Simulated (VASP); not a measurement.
# MoS2: single point with PBE+D3(BJ)

MoS2, a slab with vacuum:

```
S Mo
1.0
     3.15464    0.00000    0.00000
    -1.57732    2.73200    0.00000
     0.00000    0.00000   23.13553
S Mo
2 1
Direct
  0.33333 0.66667 0.43224
  0.33333 0.66667 0.56776
  0.00000 0.00000 0.50000
```

```yaml
Program: VASP 6.6.1
Task: single point
Functional: PBE
Dispersion: D3(BJ)
Potentials_or_basis: VASP PAW PBE potentials, release 64 (S, Mo_sv)
Cutoff: 520 eV
k_mesh: 30 × 30 × 1
Occupations: gaussian, width 0.05 eV
Spin: no spin polarisation
```

The largest force is 0.022 eV/Å and the band gap on the k mesh is 1.78 eV. The dispersion energy per atom is -0.319 eV.

Forces in eV/Å, atoms in the order of the input:
```
S    0.000  0.000  0.022
S    0.000  0.000 -0.022
Mo   0.000  0.000  0.000
```

Levels at points of the mesh, in eV from the valence-band top:
| k point | band 11 | band 12 | band 13 | band 14 | band 15 | band 16 |
| --- | --- | --- | --- | --- | --- | --- |
| (0.00, 0.00, 0.00) | -1.45 | -1.45 | -0.09 | 2.84 | 2.84 | 3.07 |
| (0.50, 0.00, 0.00) | -1.95 | -0.91 | -0.65 | 2.35 | 2.85 | 3.92 |

Run time: 3.4 min on 1 thread of Intel(R) Xeon(R) 6975P-C (Granite Rapids) (shared host), peak memory 0.54 GiB.
